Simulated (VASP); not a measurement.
LiCl: single point with r2SCAN

The system is LiCl.

```xyz
2
Lattice="0.0000 2.6930 2.5648 2.6930 0.0000 2.5648 2.6930 2.6930 0.0000" Properties=species:S:1:pos:R:3 pbc="T T T"
Li    0.0000    0.0000    0.0000
Cl    2.6930    2.6930    2.5648
```

This cell differs from its parent crystal: strain +0.050 along x and y, +0.000 along z.

```yaml
Program: VASP 6.6.1
Task: single point
Functional: r2SCAN
Potentials_or_basis: VASP PAW PBE potentials, release 64 (Li_sv, Cl)
Cutoff: 520 eV
k_mesh: 8 × 8 × 8
Occupations: gaussian, width 0.05 eV
Spin: no spin polarisation
```

```json
{"Band gap on the k mesh": "6.71 eV, direct"}
```

Levels at points of the mesh, in eV from the valence-band top:
| k point | band 1 | band 2 | band 3 | band 4 | band 5 | band 6 | band 7 | band 8 | band 9 | band 10 |
| --- | --- | --- | --- | --- | --- | --- | --- | --- | --- | --- |
| (0.00, 0.00, 0.00) | -45.04 | -13.70 | -0.14 | 0.00 | 0.00 | 6.71 | 12.41 | 12.41 | 12.80 | 14.72 |
| (0.50, 0.00, 0.00) | -45.04 | -13.25 | -2.50 | -0.32 | -0.23 | 7.36 | 10.03 | 10.43 | 13.18 | 17.31 |
| (0.50, 0.50, 0.00) | -45.04 | -13.01 | -2.56 | -1.08 | -1.08 | 8.52 | 8.85 | 13.14 | 14.38 | 14.38 |
| (0.50, 0.00, 0.50) | -45.04 | -13.08 | -2.55 | -1.10 | -0.80 | 8.59 | 9.09 | 12.46 | 14.28 | 15.24 |

It took 71 s on 1 thread of Intel(R) Xeon(R) Platinum 8488C (Sapphire Rapids), on a shared host, peak memory 0.17 GiB.

Caveat: the cell differs from its parent crystal (strain +0.050 along x and y, +0.000 along z). A k mesh can miss the band edges.
